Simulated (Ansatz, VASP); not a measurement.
## Ga3Sb: VASP beside Ansatz

```
Ga Sb
1.0
     3.39001    0.00000    0.00000
     0.00000    5.33976    0.00000
     0.00000    0.00000    5.67480
Ga Sb
3 1
Direct
  0.50000 0.00000 0.79860
  0.50000 0.00000 0.20140
  0.50000 0.00000 0.50000
  0.50000 0.50000 0.00000
```

Alike in both runs: task single point; functional PBE; k mesh 6 × 4 × 4; occupations gaussian, width 0.1 eV; no spin polarisation.

|  | VASP | Ansatz |
| --- | --- | --- |
| version | VASP 6.6.1 | Ansatz 0.2.0 |
| potentials or method | VASP PAW PBE potentials, release 64 (Ga_d, Sb), cutoff 520 eV | scalar-relativistic, plane waves, PAW |
| valence electrons in the cell | 44 | 54 |

VASP gave:

* gap on the k mesh at the Fermi level (eV): none
* rms of the force components (eV/Å): 9.296

Q: Which values does Ansatz return?

A: gap on the k mesh at the Fermi level (eV): none; rms of the force components (eV/Å): 9.069.

Atom by atom the forces differ by 0.226 eV/Å (rms over components). A gap of «none» marks a metal or a gap that the smearing closes. VASP's potentials hold 44 valence electrons a cell and Ansatz's 54, so a difference there can come from the potentials and not from the codes.

Neither program's run includes spin-orbit coupling.
